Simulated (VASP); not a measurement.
# Li2B (C2/m) in VASP: single point with PBE

Aim: the single point of Li2B with PBE.

All numbers are computed with VASP 6.6.1; they aren't measurements. Logs are shortened: lines on timing, memory, paths and dates and some standing lists are left out, and cuts for length are marked.

## 1. The cell of the first run

Symmetry: C2/m, No. 12, monoclinic system. The conventional cell has a = 3.450 Å, b = 3.450 Å, c = 5.670 Å, α = 90.00°, β = 107.56°, γ = 90.00°. Within 3.0 Å of Li (site symmetry m) lie 4 B at 2.24 Å and 5 Li at 2.44 to 2.86 Å. B (site symmetry 2/m) has 8 Li at 2.24 Å and 4 B at 2.44 Å within 3.0 Å.

## 2. Single point, PBE

Contents of INCAR:

```
SYSTEM = Li2B
ALGO = Fast ; EDIFF = 1E-6
ENCUT = 520 ; GGA = PE
ISIF = 2 ; ISMEAR = 0
LASPH = .TRUE. ; LCHARG = .FALSE.
LREAL = .FALSE. ; LWAVE = .FALSE.
NBANDS = 12 ; NELM = 60
PREC = Accurate ; SIGMA = 0.1
```

Contents of KPOINTS:

```
k-points
0
G
  8 8 4
  0 0 0
```

Contents of POSCAR:

```
Li2B
1.0
    1.7064030892     -1.7247586148     -0.2538534039
    1.7064030892      1.7247586148     -0.2538534039
   -0.9251888931      0.0000000000      5.6028970639
Li B
2 1
Direct
    0.1329177379      0.1329177379      0.2643569471
    0.8670822621      0.8670822621      0.7356430529
    0.5000000000      0.5000000000      0.0000000000
```

Potentials or basis: VASP PAW PBE potentials, release 64 (Li_sv, B).

Command:

```
cat potpaw_PBE.64/Li_sv/POTCAR potpaw_PBE.64/B/POTCAR > POTCAR
mpirun -np 1 vasp_std > vasp.out
```

OUTCAR:

```text
SYSTEM = Li2B
   EDIFF = 1E-6
   ENCUT = 520
   GGA = PE
   ISIF = 2
   ISMEAR = 0
   LASPH = .TRUE.
   LREAL = .FALSE.
   NELM = 60
   PREC = Accurate

 ion  position               nearest neighbor table
   1  0.133  0.133  0.264-   3 2.24   3 2.24   3 2.24   3 2.24
   2  0.867  0.867  0.736-   3 2.24   3 2.24   3 2.24   3 2.24
   3  0.500  0.500  0.000-   1 2.24   2 2.24   1 2.24   2 2.24   2 2.24   1 2.24   2 2.24   1 2.24

  Warning from LATTYP: Got some problem with cell dimensions!
  Tried to take original basis but could not verify dimensions!
  LATTYP: Found a base centered monoclinic cell.
 ALAT       =     3.4503640698
 B/A-ratio  =     0.9997545650
 C/A-ratio  =     1.6433126039
 COS(beta)  =    -0.3017274825

  Lattice vectors:

 A1 = (  -1.7064030892,   1.7247586148,   0.2538534039)
 A2 = (  -1.7064030892,  -1.7247586148,   0.2538534039)
 A3 = (   2.4876172853,   0.0000000000,   5.0951902561)

Analysis of symmetry for initial positions (statically):
=====================================================================
 Subroutine PRICEL returns:
 Original cell was already a primitive cell.

 Routine SETGRP: Setting up the symmetry group for a
 base centered monoclinic supercell.

 Subroutine GETGRP returns: Found  4 space group operations
 (whereof  4 operations were pure point group operations)
 out of a pool of  4 trial point group operations.

The static configuration has the point symmetry C_2h.

Analysis of symmetry for dynamics (positions and initial velocities):
=====================================================================
 Subroutine PRICEL returns:
 Original cell was already a primitive cell.

 Routine SETGRP: Setting up the symmetry group for a
 base centered monoclinic supercell.

 Subroutine GETGRP returns: Found  4 space group operations
 (whereof  4 operations were pure point group operations)
 out of a pool of  4 trial point group operations.

The dynamic configuration has the point symmetry C_2h.

 Subroutine INISYM returns: Found  4 space group operations
 (whereof  4 operations are pure point group operations),
 and found     1 'primitive' translations

----------------------------------------------------------------------------------------

                                     Primitive cell

  volume of cell :      32.1700

  direct lattice vectors                    reciprocal lattice vectors
     1.706403089 -1.724758615 -0.253853404     0.300393202 -0.289895639  0.049602991
     1.706403089  1.724758615 -0.253853404     0.300393202  0.289895639  0.049602991
    -0.925188893  0.000000000  5.602897064     0.027220146  0.000000000  0.182973873

  length of vectors
     2.439476446  2.439476446  5.678770113     0.420399826  0.420399826  0.184987498

  position of ions in fractional coordinates (direct lattice)
     0.132917738  0.132917738  0.264356947
     0.867082262  0.867082262  0.735643053
     0.500000000  0.500000000  0.000000000

  ion indices of the primitive-cell ions
   primitive index   ion index
                 1           1
                 2           2
                 3           3

----------------------------------------------------------------------------------------

 KPOINTS: k-points

Automatic generation of k-mesh.
 Grid dimensions read from file:
 generate k-points for:    8    8    4

 Generating k-lattice:

  Cartesian coordinates                     Fractional coordinates (reciprocal lattice)
     0.037549150 -0.036236955  0.006200374     0.125000000  0.000000000 -0.000000000
     0.037549150  0.036236955  0.006200374     0.000000000  0.125000000 -0.000000000
     0.006805036  0.000000000  0.045743468     0.000000000  0.000000000  0.250000000

  Length of vectors
     0.052549978  0.052549978  0.046246875

  Shift w.r.t. Gamma in fractional coordinates (k-lattice)
     0.000000000  0.000000000  0.000000000

 Subroutine IBZKPT returns following result:
 ===========================================

 Found     78 irreducible k-points:

 Following reciprocal coordinates:
            Coordinates               Weight
  0.000000  0.000000  0.000000      1.000000
  0.125000  0.000000 -0.000000      4.000000
  0.250000  0.000000 -0.000000      4.000000
  0.375000 -0.000000 -0.000000      4.000000
  0.500000  0.000000 -0.000000      2.000000
  0.125000  0.125000 -0.000000      2.000000
[... 16 lines left out ...]
  0.125000 -0.000000  0.250000      4.000000
  0.250000  0.000000  0.250000      4.000000
 [... further k-points ...]
   k-points           NKPTS =     78   k-points in BZ     NKDIM =     78   number of bands    NBANDS=     12
   number of dos      NEDOS =    301   number of ions     NIONS =      3
   total plane-waves  NPLWV =  13608
   dimension x,y,z NGX =    18 NGY =   18 NGZ =   42
   dimension x,y,z NGXF=    36 NGYF=   36 NGZF=   84
   ions per type =               2   1
   NGX,Y,Z   is equivalent  to a cutoff of  12.27, 12.27, 12.30 a.u.
   NGXF,Y,Z  is equivalent  to a cutoff of  24.53, 24.53, 24.59 a.u.
 SYSTEM =  Li2B
   PREC   = accura    normal or accurate (medium, high low for compatibility)
   ISTART =      0    job   : 0-new  1-cont  2-samecut
   ICHARG =      2    charge: 1-file 2-atom 10-const
   ISPIN  =      1    spin polarized calculation?
   LNONCOLLINEAR =      F non collinear calculations
   LSORBIT =      F    spin-orbit coupling
   LASPH  =      T    aspherical Exc in radial PAW
   ENCUT  =  520.0 eV  38.22 Ry    6.18 a.u.   4.54  4.54 10.56*2*pi/ulx,y,z
   NELM   =     60;   NELMIN=  2; NELMDL= -5     # of ELM steps
   EDIFF  = 0.1E-05   stopping-criterion for ELM
   LREAL  =      F    real-space projection
   EDIFFG = 0.1E-04   stopping-criterion for IOM
   NSW    =      0    number of steps for IOM
   IBRION =     -1    ionic relax: 0-MD 1-quasi-New 2-CG
   NFREE  =      0    steps in history (QN), initial steepest desc. (CG)
   ISIF   =      2    stress and relaxation
   ISYM   =      2    0-nonsym 1-usesym 2-fastsym
   POTIM  = 0.5000    time-step for ionic-motion
   TEBEG  =    0.0;   TEEND  =   0.0 temperature during run
   PSTRESS=    0.0 pullay stress
   NELECT =       9.0000    total number of electrons
   NUPDOWN=      -1.0000    fix difference up-down
   EMIN   =  10.00;   EMAX   =-10.00  energy-range for DOS
   EFERMI =   0.00;   METHOD = LEGACY
   ISMEAR =     0;   SIGMA  =   0.10  broadening in eV -4-tet -1-fermi 0-gaus
   EFERMI_NEDOS =   21; number of points for ismear=-14 and -15
   IALGO  =     68    algorithm
   IMIX   =      4    mixing-type and parameters
     AMIX     =   0.40;   BMIX     =  1.00
     AMIX_MAG =   1.60;   BMIX_MAG =  1.00
  volume/ion in A,a.u.               =      10.72        72.36
  Fermi-wavevector in a.u.,A,eV,Ry     =   1.070710  2.023349 15.598003  1.146421
  Thomas-Fermi vector in A             =   2.206429
   LORBIT       =      0    0 simple, 1 ext, 2 COOP (PROOUT), +10 PAW based schemes
   GGA     = PE    functional components
   LHFCALC =     F    Hartree Fock is set to
   AEXX    =    0.0000 exact exchange contribution
   IVDW    =     0    specifies the selected vdW correction
   LEPSILON=     F    determine dielectric tensor
   LRPA    =     F    only Hartree local field effects (RPA)
 non-spin polarized calculation
 RMM-DIIS sequential band-by-band and
 Gauss-broadening in eV      SIGMA  =   0.10
  energy-cutoff  :      520.00
  volume of cell :       32.17
 maximum number of plane-waves:       900
   NGX =  9   NGY =  9   NGZ = 21

 number of electron       8.9999994 magnetization

 Free energy of the ion-electron system (eV)
  ---------------------------------------------------
  ext. energy  EPLUGINS =         0.00000000
  ---------------------------------------------------
  free energy    TOTEN  =        -9.24902900 eV

  energy without entropy =       -9.24764356  energy(sigma->0) =       -9.24833628

 E-fermi :   2.5263     XC(G=0):  -9.1854

 val. band max:        2.4572220560   @ k =   0.3750   0.2500   0.5000
 cond. band min:       2.6406495178   @ k =  -0.1250   0.1250   0.2500
 fundamental gap:      0.1834274619
 Fermi energy:         2.5262879586

 k-point     1 :       0.0000    0.0000    0.0000
  band No.  band energies     occupation
      1     -42.4467      2.00000
      2     -42.4239      2.00000
      3      -6.4375      2.00000
      4       0.5015      2.00000
      5       0.5640      2.00000
      6       9.7489      0.00000
      7       9.7511      0.00000
      8      11.7384      0.00000
      9      15.9938      0.00000
     10      18.3753      0.00000
     11      18.8550      0.00000
     12      18.8563      0.00000

 k-point     2 :       0.1250    0.0000   -0.0000
  band No.  band energies     occupation
      1     -42.4355      2.00000
      2     -42.4142      2.00000
      3      -6.1508      2.00000
      4       0.4200      2.00000
      5       1.1526      2.00000
      6       7.8265      0.00000
      7       9.9853      0.00000
      8      11.7972      0.00000
      9      15.8189      0.00000
     10      16.4644      0.00000
     11      19.2255      0.00000
     12      19.2533      0.00000

 k-point     3 :       0.2500    0.0000   -0.0000
  band No.  band energies     occupation
      1     -42.4081      2.00000
      2     -42.3913      2.00000
      3      -5.2947      2.00000
      4       0.6965      2.00000
      5       2.1867      2.00000
      6       4.6973      0.00000
      7      10.6203      0.00000
      8      11.6495      0.00000
      9      12.8319      0.00000
     10      16.1552      0.00000
     11      17.5025      0.00000
     12      19.7247      0.00000

 k-point     4 :       0.3750   -0.0000   -0.0000
  band No.  band energies     occupation
      1     -42.3800      2.00000
      2     -42.3687      2.00000
      3      -3.9032      2.00000
      4       0.8910      2.00000
      5       1.2804      2.00000
      6       4.5710      0.00000
      7       9.4685      0.00000
      8      11.3901      0.00000
      9      12.2904      0.00000
     10      13.8668      0.00000
     11      15.9603      0.00000
     12      21.5623      0.00000

 k-point     5 :       0.5000    0.0000   -0.0000
  band No.  band energies     occupation
      1     -42.3679      2.00000
      2     -42.3597      2.00000
      3      -2.5727      2.00000
      4      -0.8216      2.00000
      5       1.4007      2.00000
      6       6.0926      0.00000
      7       7.7843      0.00000
      8      11.2943      0.00000
      9      11.7690      0.00000
     10      14.0694      0.00000
     11      14.9923      0.00000
     12      21.4017      0.00000
[... 228 lines left out ...]
      1     -42.3037      2.00000
      2     -42.2969      2.00000
      3       1.5136      2.00000
      4       1.5986      2.00000
      5       2.9366      0.00000
      6       5.9692      0.00000
      7       7.7852      0.00000
      8       9.6914      0.00000
      9       9.7982      0.00000
     10      10.2955      0.00000
     11      13.1274      0.00000
     12      14.1098      0.00000

 k-point    22 :       0.0000    0.0000    0.2500
  band No.  band energies     occupation
      1     -42.4433      2.00000
      2     -42.4271      2.00000
      3      -6.4246      2.00000
      4      -0.5541      2.00000
      5       2.0725      2.00000
      6       9.7368      0.00000
      7       9.7389      0.00000
      8       9.7896      0.00000
      9      18.2158      0.00000
     10      18.6254      0.00000
     11      19.3000      0.00000
     12      19.3071      0.00000

 k-point    23 :       0.1250   -0.0000    0.2500
  band No.  band energies     occupation
      1     -42.4309      2.00000
      2     -42.4188      2.00000
      3      -6.1326      2.00000
      4      -0.5044      2.00000
      5       2.7460      0.00188
      6       7.5251      0.00000
      7       9.7883      0.00000
      8       9.9707      0.00000
      9      16.3950      0.00000
     10      18.3030      0.00000
     11      19.6264      0.00000
     12      20.0155      0.00000

 k-point    24 :       0.2500    0.0000    0.2500
  band No.  band energies     occupation
      1     -42.4031      2.00000
      2     -42.3962      2.00000
      3      -5.2715      2.00000
      4      -0.0226      2.00000
      5       3.6754      0.00000
      6       4.5581      0.00000
      7       9.8307      0.00000
      8      10.6084      0.00000
      9      13.1762      0.00000
     10      14.8089      0.00000
     11      19.3757      0.00000
     12      21.2416      0.00000

 [... further k-points ...]
[... 5 lines left out ...]
  --------------------------------------------------------------------------------------
  -------------------------------------------------------------------------------------
  Total        0.0051757      0.0081248      0.0256883      0.0000000      0.0000000      0.0000976
  in kB        0.2577702      0.4046433      1.2793687      0.0000000      0.0000000      0.0048585
  external PRESSURE =       0.6472607 kB  Pullay stress =       0.0000000 kB

 VOLUME and BASIS-vectors are now :
 -----------------------------------------------------------------------------
  energy-cutoff  :      520.00
  volume of cell :       32.17
      direct lattice vectors                 reciprocal lattice vectors
     1.706403089 -1.724758615 -0.253853404     0.300393202 -0.289895639  0.049602991
     1.706403089  1.724758615 -0.253853404     0.300393202  0.289895639  0.049602991
    -0.925188893  0.000000000  5.602897064     0.027220146  0.000000000  0.182973873

 POSITION                                       TOTAL-FORCE (eV/Angst)
 -----------------------------------------------------------------------------------
      0.20904      0.00000      1.41368         0.001207      0.000000      0.009263
      2.27857      0.00000      3.68151        -0.001207      0.000000     -0.009263
      1.70640      0.00000     -0.25385         0.000000      0.000000      0.000000
 -----------------------------------------------------------------------------------
    total drift:                               -0.000000     -0.000000      0.000000

  FREE ENERGIE OF THE ION-ELECTRON SYSTEM (eV)
  ---------------------------------------------------
  free  energy   TOTEN  =        -9.2490290042 eV

  energy  without entropy=       -9.2476435624  energy(sigma->0) =       -9.24833628
```

It took 28 s on 1 thread of Intel Xeon Platinum 8259CL at 2.50GHz (Skylake/Cascade Lake), shared host; peak memory 0.14 GiB.

What came out:

```yaml
Free_energy: -9.2490 eV
Largest_force: 0.009 eV/Å
```

Forces on the atoms (eV/Å):
```
Li   0.001  0.000  0.009
Li  -0.001  0.000 -0.009
B    0.000  0.000  0.000
```

Caveat: the cutoff is under 1.25 times the usual one of these potentials, so pressure, stress and relaxed cells hold a basis-set (Pulay) error.
